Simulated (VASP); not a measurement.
# KNaBe3 (P4mm) in VASP: single point with PBE

Aim: the single point of KNaBe3 with PBE.

Program: VASP 6.6.1. These are calculated values, not measurements. Logs are shortened: lines on timing, memory, paths and dates and some standing lists are left out, and cuts for length are marked.

## 1. The cell of the first run

It takes space group P4mm (No. 99, tetragonal). The conventional cell has a = 4.262 Å, b = 4.262 Å, c = 5.268 Å, α = 90.00°, β = 90.00°, γ = 90.00°. Within 4.3 Å of K (site symmetry 4mm) lie 4 Na at 3.02 Å and 16 Be at 3.33 to 4.10 Å and 4 K at 4.26 Å. Na (site symmetry 4mm) has 10 Be at 2.60 to 3.47 Å and 4 K at 3.02 Å within 3.5 Å. Within 2.8 Å of Be (site symmetry 4mm) lie 4 Be at 2.13 Å and 2 Na at 2.60 to 2.67 Å. Within 2.8 Å of Be (site symmetry 2mm) lie 2 Be at 2.13 Å.

## 2. Single point, PBE

Input file INCAR:

```
ALGO = Normal
EDIFF = 1E-7
ENCUT = 520
GGA = PE
ISIF = 2
ISMEAR = 0
LASPH = T
LCHARG = T
LELF = T
LREAL = F
LVHAR = T
LWAVE = F
NBANDS = 19
NELM = 80
PREC = Accurate
SIGMA = 0.1
```

Input file KPOINTS:

```
k-points
0
Gamma
  4 4 4
```

Input file POSCAR:

```
KNaBe3
1.0
    4.2615775086      0.0000000000      0.0000000000
    0.0000000000      4.2615775086      0.0000000000
    0.0000000000      0.0000000000      5.2679568137
K Na Be
1 1 3
Direct
    0.0000000000      0.0000000000     -0.1126376898
    0.5000000000      0.5000000000      0.8519315337
    0.5000000000      0.5000000000      0.3582978037
    0.0000000000      0.5000000000      0.3721541762
    0.5000000000      0.0000000000      0.3721541762
```

Potentials or basis: VASP PAW PBE potentials, release 64 (K_sv, Na_pv, Be).

Started as:

```sh
> cat potpaw_PBE.64/K_sv/POTCAR potpaw_PBE.64/Na_pv/POTCAR potpaw_PBE.64/Be/POTCAR > POTCAR
> mpirun -np 1 vasp_std > vasp.out
```

OUTCAR:

```text
EDIFF = 1E-7
   ENCUT = 520
   GGA = PE
   ISIF = 2
   ISMEAR = 0
   LASPH = T
   LREAL = F
   NELM = 80
   PREC = Accurate

 ion  position               nearest neighbor table
   1  0.000  0.000  0.887-   2 3.02   2 3.02   2 3.02   2 3.02
   2  0.500  0.500  0.852-   1 3.02   1 3.02   1 3.02   1 3.02
   3  0.500  0.500  0.358-   4 2.13   5 2.13   5 2.13   4 2.13
   4  0.000  0.500  0.372-   3 2.13   3 2.13
   5  0.500  0.000  0.372-   3 2.13   3 2.13

  LATTYP: Found a simple tetragonal cell.
 ALAT       =     4.2615775086
 C/A-ratio  =     1.2361518248

  Lattice vectors:

 A1 = (   4.2615775086,   0.0000000000,   0.0000000000)
 A2 = (   0.0000000000,   4.2615775086,   0.0000000000)
 A3 = (   0.0000000000,   0.0000000000,   5.2679568137)

Analysis of symmetry for initial positions (statically):
=====================================================================
 Subroutine PRICEL returns:
 Original cell was already a primitive cell.

 Routine SETGRP: Setting up the symmetry group for a
 simple tetragonal supercell.

 Subroutine GETGRP returns: Found  8 space group operations
 (whereof  8 operations were pure point group operations)
 out of a pool of 16 trial point group operations.

The static configuration has the point symmetry C_4v.

Analysis of symmetry for dynamics (positions and initial velocities):
=====================================================================
 Subroutine PRICEL returns:
 Original cell was already a primitive cell.

 Routine SETGRP: Setting up the symmetry group for a
 simple tetragonal supercell.

 Subroutine GETGRP returns: Found  8 space group operations
 (whereof  8 operations were pure point group operations)
 out of a pool of 16 trial point group operations.

The dynamic configuration has the point symmetry C_4v.

 Subroutine INISYM returns: Found  8 space group operations
 (whereof  8 operations are pure point group operations),
 and found     1 'primitive' translations

----------------------------------------------------------------------------------------

                                     Primitive cell

  volume of cell :      95.6716

  direct lattice vectors                    reciprocal lattice vectors
     4.261577509  0.000000000  0.000000000     0.234654890  0.000000000  0.000000000
     0.000000000  4.261577509  0.000000000     0.000000000  0.234654890  0.000000000
     0.000000000  0.000000000  5.267956814     0.000000000  0.000000000  0.189826917

  length of vectors
     4.261577509  4.261577509  5.267956814     0.234654890  0.234654890  0.189826917

  position of ions in fractional coordinates (direct lattice)
     0.000000000  0.000000000  0.887362310
     0.500000000  0.500000000  0.851931534
     0.500000000  0.500000000  0.358297804
     0.000000000  0.500000000  0.372154176
     0.500000000  0.000000000  0.372154176

  ion indices of the primitive-cell ions
   primitive index   ion index
                 1           1
                 2           2
                 3           3
                 4           4
                 5           5

----------------------------------------------------------------------------------------

 KPOINTS: k-points

Automatic generation of k-mesh.
 Grid dimensions read from file:
 generate k-points for:    4    4    4

 Generating k-lattice:

  Cartesian coordinates                     Fractional coordinates (reciprocal lattice)
     0.058663722  0.000000000  0.000000000     0.250000000  0.000000000  0.000000000
     0.000000000  0.058663722  0.000000000     0.000000000  0.250000000  0.000000000
     0.000000000  0.000000000  0.047456729     0.000000000  0.000000000  0.250000000

  Length of vectors
     0.058663722  0.058663722  0.047456729

  Shift w.r.t. Gamma in fractional coordinates (k-lattice)
     0.000000000  0.000000000  0.000000000

 Subroutine IBZKPT returns following result:
 ===========================================

 Found     18 irreducible k-points:

 Following reciprocal coordinates:
            Coordinates               Weight
  0.000000  0.000000  0.000000      1.000000
  0.250000  0.000000  0.000000      4.000000
  0.500000  0.000000  0.000000      2.000000
  0.250000  0.250000  0.000000      4.000000
  0.500000  0.250000  0.000000      4.000000
  0.500000  0.500000  0.000000      1.000000
[... 10 lines left out ...]
  0.500000  0.250000  0.500000      4.000000
  0.500000  0.500000  0.500000      1.000000
   k-points           NKPTS =     18   k-points in BZ     NKDIM =     18   number of bands    NBANDS=     19
   number of dos      NEDOS =    301   number of ions     NIONS =      5
   total plane-waves  NPLWV =  40960
   dimension x,y,z NGX =    32 NGY =   32 NGZ =   40
   dimension x,y,z NGXF=    64 NGYF=   64 NGZF=   80
   ions per type =               1   1   3
   NGX,Y,Z   is equivalent  to a cutoff of  12.48, 12.48, 12.62 a.u.
   NGXF,Y,Z  is equivalent  to a cutoff of  24.97, 24.97, 25.25 a.u.
 SYSTEM =  unknown system
   PREC   = accura    normal or accurate (medium, high low for compatibility)
   ISTART =      0    job   : 0-new  1-cont  2-samecut
   ICHARG =      2    charge: 1-file 2-atom 10-const
   ISPIN  =      1    spin polarized calculation?
   LNONCOLLINEAR =      F non collinear calculations
   LSORBIT =      F    spin-orbit coupling
   LASPH  =      T    aspherical Exc in radial PAW
   ENCUT  =  520.0 eV  38.22 Ry    6.18 a.u.   7.92  7.92  9.79*2*pi/ulx,y,z
   NELM   =     80;   NELMIN=  2; NELMDL= -5     # of ELM steps
   EDIFF  = 0.1E-06   stopping-criterion for ELM
   LREAL  =      F    real-space projection
   EDIFFG = 0.1E-05   stopping-criterion for IOM
   NSW    =      0    number of steps for IOM
   IBRION =     -1    ionic relax: 0-MD 1-quasi-New 2-CG
   NFREE  =      0    steps in history (QN), initial steepest desc. (CG)
   ISIF   =      2    stress and relaxation
   ISYM   =      2    0-nonsym 1-usesym 2-fastsym
   POTIM  = 0.5000    time-step for ionic-motion
   TEBEG  =    0.0;   TEEND  =   0.0 temperature during run
   PSTRESS=    0.0 pullay stress
   NELECT =      22.0000    total number of electrons
   NUPDOWN=      -1.0000    fix difference up-down
   EMIN   =  10.00;   EMAX   =-10.00  energy-range for DOS
   EFERMI =   0.00;   METHOD = LEGACY
   ISMEAR =     0;   SIGMA  =   0.10  broadening in eV -4-tet -1-fermi 0-gaus
   EFERMI_NEDOS =   21; number of points for ismear=-14 and -15
   IALGO  =     38    algorithm
   IMIX   =      4    mixing-type and parameters
     AMIX     =   0.40;   BMIX     =  1.00
     AMIX_MAG =   1.60;   BMIX_MAG =  1.00
  volume/ion in A,a.u.               =      19.13       129.12
  Fermi-wavevector in a.u.,A,eV,Ry     =   1.002970  1.895339 13.686772  1.005949
  Thomas-Fermi vector in A             =   2.135492
   LORBIT       =      0    0 simple, 1 ext, 2 COOP (PROOUT), +10 PAW based schemes
   GGA     = PE    functional components
   LHFCALC =     F    Hartree Fock is set to
   AEXX    =    0.0000 exact exchange contribution
   IVDW    =     0    specifies the selected vdW correction
   LEPSILON=     F    determine dielectric tensor
   LRPA    =     F    only Hartree local field effects (RPA)
 non-spin polarized calculation
 Gauss-broadening in eV      SIGMA  =   0.10
  energy-cutoff  :      520.00
  volume of cell :       95.67
 maximum number of plane-waves:      2624
 NGX is ok and might be reduce to    32
   NGX = 15   NGY = 15   NGZ = 19

 number of electron      21.9999987 magnetization

 Free energy of the ion-electron system (eV)
  ---------------------------------------------------
  ext. energy  EPLUGINS =         0.00000000
  ---------------------------------------------------
  free energy    TOTEN  =       -10.20852122 eV

  energy without entropy =      -10.19504881  energy(sigma->0) =      -10.20178501

 E-fermi :   2.0922     XC(G=0):  -8.3313

 val. band max:        2.0740782429   @ k =   0.5000   0.5000   0.5000
 cond. band min:       2.1080962068   @ k =   0.5000   0.2500   0.0000
 fundamental gap:      0.0340179639
 Fermi energy:         2.0922167019

 k-point     1 :       0.0000    0.0000    0.0000
  band No.  band energies     occupation
      1     -29.2731      2.00000
      2     -22.7924      2.00000
      3     -22.7924      2.00000
      4     -22.6322      2.00000
      5     -12.8457      2.00000
      6     -12.8457      2.00000
[... 11 lines left out ...]
     18       7.3253      0.00000
     19       8.0334      0.00000

 k-point     2 :       0.2500    0.0000    0.0000
  band No.  band energies     occupation
      1     -29.2710      2.00000
      2     -22.7924      2.00000
      3     -22.7915      2.00000
      4     -22.6319      2.00000
      5     -12.9126      2.00000
      6     -12.8452      2.00000
[... 11 lines left out ...]
     18       7.6214      0.00000
     19       7.7597      0.00000

 k-point     3 :       0.5000    0.0000    0.0000
  band No.  band energies     occupation
      1     -29.2688      2.00000
      2     -22.7925      2.00000
      3     -22.7906      2.00000
      4     -22.6316      2.00000
      5     -12.9779      2.00000
      6     -12.8447      2.00000
[... 11 lines left out ...]
     18       7.2988      0.00000
     19       8.0271      0.00000

 k-point     4 :       0.2500    0.2500    0.0000
  band No.  band energies     occupation
      1     -29.2681      2.00000
      2     -22.7955      2.00000
      3     -22.7916      2.00000
      4     -22.6316      2.00000
      5     -12.9120      2.00000
      6     -12.8965      2.00000
[... 275 lines left out ...]
     18       8.0631      0.00000
     19       8.1934      0.00000

 k-point    17 :       0.5000    0.2500    0.5000
  band No.  band energies     occupation
      1     -29.2650      2.00000
      2     -22.7955      2.00000
      3     -22.7946      2.00000
      4     -22.6314      2.00000
      5     -12.9593      2.00000
      6     -12.8940      2.00000
[... 11 lines left out ...]
     18       8.3939      0.00000
     19       8.4306      0.00000

 k-point    18 :       0.5000    0.5000    0.5000
  band No.  band energies     occupation
      1     -29.2614      2.00000
      2     -22.7986      2.00000
      3     -22.7986      2.00000
      4     -22.6311      2.00000
      5     -12.9438      2.00000
      6     -12.9438      2.00000
[... 11 lines left out ...]
     18       8.1865      0.00000
     19       9.4035      0.00000

------------------------ aborting loop because EDIFF is reached ----------------------------------------

  FORCE on cell =-STRESS in cart. coord.  units (eV):
  Direction    XX          YY          ZZ          XY          YZ          ZX
  --------------------------------------------------------------------------------------
  -------------------------------------------------------------------------------------
  Total        0.0402633      0.0402633      0.1161498      0.0000000      0.0000000      0.0000000
  in kB        0.6742740      0.6742740      1.9451190      0.0000000      0.0000000      0.0000000
  external PRESSURE =       1.0978890 kB  Pullay stress =       0.0000000 kB

 VOLUME and BASIS-vectors are now :
 -----------------------------------------------------------------------------
  energy-cutoff  :      520.00
  volume of cell :       95.67
      direct lattice vectors                 reciprocal lattice vectors
     4.261577509  0.000000000  0.000000000     0.234654890  0.000000000  0.000000000
     0.000000000  4.261577509  0.000000000     0.000000000  0.234654890  0.000000000
     0.000000000  0.000000000  5.267956814     0.000000000  0.000000000  0.189826917

 POSITION                                       TOTAL-FORCE (eV/Angst)
 -----------------------------------------------------------------------------------
      0.00000      0.00000      4.67459        -0.000000      0.000000      0.000369
      2.13079      2.13079      4.48794        -0.000000     -0.000000      0.010760
      2.13079      2.13079      1.88750         0.000000      0.000000      0.001056
      0.00000      2.13079      1.96049        -0.000000     -0.000000     -0.006092
      2.13079      0.00000      1.96049        -0.000000     -0.000000     -0.006092
 -----------------------------------------------------------------------------------
    total drift:                                0.000000     -0.000000     -0.000157

  FREE ENERGIE OF THE ION-ELECTRON SYSTEM (eV)
  ---------------------------------------------------
  free  energy   TOTEN  =       -10.2085212182 eV

  energy  without entropy=      -10.1950488084  energy(sigma->0) =      -10.20178501
```

Run time: 41 s. Hardware: 1 thread of Intel Xeon 8259CL, shared host; peak memory 0.2 GiB.

Results:

| Property | Result |
| --- | --- |
| Free energy | -10.2085 eV |
| Pressure | 0.1 GPa |
| Largest force | 0.011 eV/Å |
| Band gap on the k mesh | zero (bands 11 and 12 overlap by 0.05 eV) |

Forces in eV/Å, atoms in the order of the input:
```
K    0.000  0.000  0.000
Na   0.000  0.000  0.011
Be   0.000  0.000  0.001
Be   0.000  0.000 -0.006
Be   0.000  0.000 -0.006
```

Stress tensor (GPa, compression positive):
```
0.07 0.00 0.00
0.00 0.07 0.00
0.00 0.00 0.19
```

Caveat: the k points lie up to 0.37 Å⁻¹ apart.
